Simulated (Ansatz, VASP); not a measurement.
# Two plane-wave programs on Rh

```
Rh
1.0
     2.86816    0.00000    0.00000
    -1.43408    2.48390    0.00000
     0.00000    0.00000    4.26151
Rh
2
Direct
  0.66667 0.33333 0.75000
  0.33333 0.66667 0.25000
```

Alike in both runs: task single point; functional PBEsol; k mesh 21 × 21 × 12; occupations gaussian, width 0.15 eV; no spin polarisation.

|  | VASP | Ansatz |
| --- | --- | --- |
| version | VASP 6.6.1 | Ansatz 0.2.0 |
| potentials or method | VASP PAW PBE potentials, release 64 (Rh_pv), cutoff 520 eV | scalar-relativistic, plane waves, PAW |
| valence electrons in the cell | 30 | 34 |

VASP gave:

| Quantity | Value |
| --- | --- |
| gap on the k mesh at the Fermi level (eV) | none |
| pressure (GPa) | -23.0 |
| traceless stress, the component that is largest in VASP (GPa) | 8.26 |

Task: Which values does Ansatz return?

Result: gap on the k mesh at the Fermi level (eV): none; pressure (GPa): -22.8; traceless stress, the component that is largest in VASP (GPa): 8.26.

VASP's potentials were made for PBE, not for PBEsol, and Ansatz warns of the same on its side. A gap of «none» marks a metal or a gap that the smearing closes. VASP's potentials hold 30 valence electrons a cell and Ansatz's 34, so a difference there can come from the potentials and not from the codes.
